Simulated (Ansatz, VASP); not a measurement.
Mo: VASP beside Ansatz

```
CELL_PARAMETERS angstrom
-1.60913 1.60913 1.60913
1.60913 -1.60913 1.60913
1.60913 1.60913 -1.60913
ATOMIC_POSITIONS crystal
Mo 0.00000 0.00000 0.00000
```

Alike in both runs: task single point; functional LDA; k mesh 22 × 22 × 22; occupations gaussian, width 0.15 eV; no spin polarisation.

|  | VASP | Ansatz |
| --- | --- | --- |
| version | VASP 6.6.1 | Ansatz 0.2.0 |
| potentials or method | VASP PAW LDA potentials, release 64 (Mo_sv), cutoff 520 eV | scalar-relativistic, plane waves, PAW |
| valence electrons in the cell | 14 | 14 |

```csv
,VASP,Ansatz,Ansatz less VASP
gap on the k mesh at the Fermi level (eV),none,none,-
pressure (GPa),-23.0,-23.8,-0.81
```

Ansatz warns that its potentials were made for another functional, while VASP's fit it. LDA's correlation is that of Perdew and Zunger in VASP and of Perdew and Wang (1992) in Ansatz. A gap of «none» marks a metal or a gap that the smearing closes.
